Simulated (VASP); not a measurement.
Set up this calculation in VASP 6.6.1, as the native input.

```
Task                   : single point
Functional             : PBE
Dispersion             : D3(BJ)
Potentials or basis    : VASP PAW PBE potentials, release 64 (B, N)
Cutoff                 : 520 eV
k mesh                 : 12 × 12 × 4
Occupations            : methfessel-paxton, width 0.05 eV
Spin                   : no spin polarisation
Dipole correction      : no
Further INCAR settings : ALGO = Normal; EDIFF = 1e-07; NBANDS = 16
```

The structure of BN lies in POSCAR:

```
BN
1.0
    2.6815406787      0.0000000000      0.0000000000
   -1.3407703394      2.1703573356      0.0000000000
    0.0000000000      0.0000000000      6.5923998870
B N
2 2
Direct
   -0.0691507274      0.0000000000      0.5000000000
    0.4026039588      0.6666666667      0.0000000000
    0.0689367990      0.0000000000      0.0000000000
    0.5976373354      0.3333333333      0.5000000000
```

This cell differs from its parent crystal: mode 4 frozen in at -0.174 Å, normal strain along x +0.0700.

The input as run:

INCAR

```
SYSTEM = BN
PREC = Accurate
ENCUT = 520
EDIFF = 1E-7
ISMEAR = 1
SIGMA = 0.05
LREAL = .FALSE.
LASPH = .TRUE.
NELM = 60
ALGO = Normal
ISIF = 2
LWAVE = .FALSE.
LCHARG = .FALSE.
GGA = PE
IVDW = 12
NBANDS = 16
```

KPOINTS

```
Automatic mesh
0
G
  12 12 4
  0 0 0
```

Potentials or basis: VASP PAW PBE potentials, release 64 (B, N).

Launch:

```bash
$ cat potpaw_PBE.64/B/POTCAR potpaw_PBE.64/N/POTCAR > POTCAR
$ mpirun -np 1 vasp_std > vasp.out
```

It gave:

```json
{"Pressure": "-20.0 GPa", "Largest force": "0.474 eV/Å", "Band gap on the k mesh": "3.54 eV, indirect (least direct gap 3.99 eV)", "Dispersion energy per atom": "-0.133 eV"}
```

Caveat: the cell differs from its parent crystal (mode 4 frozen in at -0.174 Å, normal strain along x +0.0700).

Run time: 120 s on 1 thread of Intel(R) Xeon(R) Platinum 8375C CPU @ 2.90GHz (Ice Lake) (shared host), peak memory 0.24 GiB.
